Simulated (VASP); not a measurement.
A run of VASP 6.6.1:

The input INCAR:

```
PREC     = Accurate       # precision mode
ENCUT    = 520            # plane-wave cutoff, eV
EDIFF    = 1E-6           # SCF threshold, eV
ISMEAR   = 0              # smearing method
SIGMA    = 0.01           # smearing width, eV
LREAL    = F              # projectors in reciprocal space
LASPH    = T              # aspherical terms in the spheres
NELM     = 60             # most SCF steps
ALGO     = Normal         # electronic algorithm
ISIF     = 2              # what is computed and relaxed
LWAVE    = F              # write WAVECAR
LCHARG   = F              # write CHGCAR
GGA      = PE             # functional
NBANDS   = 26             # bands
```

Contents of KPOINTS:

```
regular mesh
0
Gamma
  8 8 5
```

File POSCAR:

```
GaN
1.0
    3.2180015699      0.0000000000      0.0000000000
   -1.6090007849      2.7868711089      0.0000000000
    0.0000000000      0.0000000000      5.2430239165
Ga N
2 2
Direct
    0.3333333333      0.6666666667      0.0000456743
    0.6666666667      0.3333333333      0.5000456743
    0.3333333333      0.6666666667      0.3767543257
    0.6666666667      0.3333333333      0.8767543257
```

Potentials or basis: VASP PAW PBE potentials, release 64 (Ga_d, N).

The run is started by

```bash
$ cat potpaw_PBE.64/Ga_d/POTCAR potpaw_PBE.64/N/POTCAR > POTCAR
$ mpirun -np 1 vasp_std > vasp.out
```

Hardware: 1 thread of AMD EPYC 9R45 96-Core Processor (Zen 5), on a shared host.

Estimate the wall time of this run.

Wall time 22 s on 1 thread of AMD EPYC 9R45 96-Core Processor (Zen 5) (shared host), peak memory 0.14 GiB. Counts: scf iterations 14, k points 30.
